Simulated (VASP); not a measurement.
SiO2:

```
Si O
1.0
    -2.62334    4.77675    4.44167
     2.62334   -4.77675    4.44167
     2.62334    4.77675   -4.44167
Si O
4 8
Direct
  0.26034 0.84494 0.41540
  0.07045 0.15506 0.91540
  0.73966 0.15506 0.58460
  0.92955 0.84494 0.08460
  0.50000 0.00000 0.50000
  0.00000 0.00000 0.00000
  0.79318 0.00000 0.29318
  0.20682 0.50000 0.20682
  0.20682 0.00000 0.70682
  0.79318 0.50000 0.79318
  0.86931 0.11931 0.75000
  0.13069 0.88069 0.25000
```

| Quantity | Value |
| --- | --- |
| Program | VASP 6.6.1 |
| Task | relaxation of cell and atoms |
| Functional | BLYP |
| Potentials or basis | VASP PAW PBE potentials, release 64 (Si, O) |
| Cutoff | 600 eV |
| k mesh | 6 × 6 × 6 |
| Occupations | fermi-dirac, width 0.05 eV |
| Spin | no spin polarisation |

At the start: pressure 4.8 GPa; volume 18.55 Å³/atom.

**Question.** Where does the relaxation end?

**Answer.** Over 7 steps the energy falls by 9.8 meV/atom and the volume is 19.21 Å³/atom (+3.5 %); space group Imma (No. 74, to 0.1 Å) before and after.

The path:
```tsv
step	energy change (eV)	largest force (eV/Å)	pressure (GPa)	volume (Å³)
1	0.0000	0.3217	4.77	222.64
2	0.0755	0.4463	-5.30	240.92
3	-0.1174	0.0425	-0.03	230.42
4	-0.1174	0.0415	0.06	230.26
5	-0.1175	0.0675	0.03	230.36
6	-0.1176	0.0224	0.04	230.32
7	-0.1177	0.0074	-0.03	230.50
```

Final structure:
```yaml
crystal:
  lattice:
    - [-2.65512, 4.82775, 4.49550]
    - [2.65512, -4.82775, 4.49550]
    - [2.65512, 4.82775, -4.49550]
  atoms:
    - { symbol: Si, position: [0.26045, 0.84492, 0.41552] }
    - { symbol: Si, position: [0.07060, 0.15507, 0.91552] }
    - { symbol: Si, position: [0.73955, 0.15507, 0.58448] }
    - { symbol: Si, position: [0.92940, 0.84493, 0.08448] }
    - { symbol: O, position: [0.50000, 0.00000, 0.50000] }
    - { symbol: O, position: [0.00000, 0.00000, 0.00000] }
    - { symbol: O, position: [0.79267, 0.00000, 0.29267] }
    - { symbol: O, position: [0.20733, 0.50000, 0.20733] }
    - { symbol: O, position: [0.20733, 0.00000, 0.70733] }
    - { symbol: O, position: [0.79267, 0.50000, 0.79267] }
    - { symbol: O, position: [0.86876, 0.11876, 0.75000] }
    - { symbol: O, position: [0.13124, 0.88124, 0.25000] }
```

Caveat: the PAW data sets were made with another functional, which shifts forces and pressure a little.
